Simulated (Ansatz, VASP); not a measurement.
## One calculation of W, two programs

File INCAR:

```
ALGO = Normal ; EDIFF = 1E-6
EDIFFG = -0.01 ; ENCUT = 600
GGA = CA ; IBRION = 2
ISIF = 3 ; ISMEAR = -1
LASPH = T ; LCHARG = F
LREAL = F ; LWAVE = F
NELM = 100 ; NSW = 60
PREC = Accurate ; SIGMA = 0.05
```

The input KPOINTS:

```
k-points
0
Gamma
  11 11 11
```

POSCAR

```
W
1.0
    0.0000000000      2.0300000000      2.0300000000
    2.0300000000      0.0000000000      2.0300000000
    2.0300000000      2.0300000000      0.0000000000
W
1
Direct
    0.0000000000      0.0000000000      0.0000000000
```

The input input.yaml:

```yaml
crystal:
  lattice:
    - [0.0, 2.03, 2.03]
    - [2.03, 0.0, 2.03]
    - [2.03, 2.03, 0.0]
  atoms:
    - { symbol: W, position: [0.0, 0.0, 0.0] }
hamiltonian:
  xc: lda
  pseudopotentials: { kind: paw }
kpoints:
  mp_grid: { grid: [11, 11, 11] }
scf:
  occupations: { method: fermi_dirac, width: 0.05 }
output:
  forces: true
  stress: true
  eigenvalues: true
  write_density: true
  write_potential: true
  elf: true
  volumetric_format: npy
relax:
  f_tol: 0.01
  max_steps: 40
  cell: { stress_tol: 0.05 }
```

Alike in both runs: task relaxation of cell and atoms; functional LDA; k mesh 11 × 11 × 11; occupations fermi-dirac, width 0.05 eV; no spin polarisation.

|  | VASP | Ansatz |
| --- | --- | --- |
| version | VASP 6.6.1 | Ansatz 0.2.0 |
| potentials or method | VASP PAW LDA potentials, release 64 (W_sv) | Ansatz PAW |
| plane-wave cutoff (eV) | 600 | 420 |
| valence electrons in the cell | 14 | 14 |

|  | VASP | Ansatz | Ansatz less VASP |
| --- | --- | --- | --- |
| gap on the k mesh at the Fermi level, each at its own relaxed structure (eV) | none | none | - |
| relaxed volume (Å³/atom) | 15.81 | 15.72 | -0.089 |
| relaxed cell length with the largest relative difference (Å) | 2.817 | 2.812 | -0.0053 |

LDA's correlation is that of Perdew and Zunger in VASP and of Perdew and Wang (1992) in Ansatz. A gap of «none» marks a metal or a gap that the smearing closes.

Spin-orbit coupling is off throughout. Noted on Ansatz's run: the plane-wave basis is chosen anew once the cell has moved, so the energies of steps on either side of that aren't comparable.
